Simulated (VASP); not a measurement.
Set up this calculation in VASP 6.6.1, as the native input.

```
Task                   : relaxation of cell and atoms
Functional             : PBE
Dispersion             : D3(BJ)
Potentials or basis    : VASP PAW PBE potentials, release 64 (Ge_d)
Cutoff                 : 600 eV
k mesh                 : 12 × 12 × 12
Occupations            : fermi-dirac, width 0.05 eV
Spin                   : no spin polarisation
Dipole correction      : no
Further INCAR settings : ALGO = Normal; EDIFF = 1e-07; IBRION = 2; EDIFFG = -0.01; NSW = 60; ISIF = 3
```

The structure of Ge lies in POSCAR:

```
Ge
1.0
   -1.6084200000      1.6084200000      1.8731800000
    1.6084200000     -1.6084200000      1.8731800000
    1.6084200000      1.6084200000     -1.8731800000
Ge
1
Direct
    0.5000000000      0.5000000000      0.0000000000
```

One way to write it, as run:

INCAR

```
  ALGO = Normal
  EDIFF = 1E-7
  EDIFFG = -0.01
  ENCUT = 600
  GGA = PE
  IBRION = 2
  ISIF = 3
  ISMEAR = -1
  IVDW = 12
  LASPH = T
  LCHARG = F
  LREAL = F
  LWAVE = F
  NELM = 100
  NSW = 60
  PREC = Accurate
  SIGMA = 0.05
```

KPOINTS

```
k-points
0
Gamma
  12 12 12
```

Potentials or basis: VASP PAW PBE potentials, release 64 (Ge_d).

Launch:

```console
$ cat potpaw_PBE.64/Ge_d/POTCAR > POTCAR
$ mpirun -np 1 vasp_std > vasp.out
```

It gave:

The relaxed volume is 18.68 Å³/atom and the relaxed cell is a = 2.925 Å, b = 2.925 Å, c = 2.925 Å, α = 115.59°, β = 115.59°, γ = 97.82°. The space group after relaxing (to 0.05 Å) is I4/mmm (No. 139). The energy gained by relaxing is 7.3 meV/atom, the ionic steps are 20 and the pressure after relaxing is 0.0 GPa. The band gap on the k mesh is zero (band 7 reaches 15.87 eV, above the bottom of band 8 at 4.18 eV). The dispersion energy per atom is -0.354 eV.

Caveat: pairwise dispersion overbinds metals, which lowers pressure and volume.

Run time: 100 s on 1 thread of Intel(R) Xeon(R) 6975P-C (Granite Rapids), with other jobs on the host, peak memory 0.19 GiB.
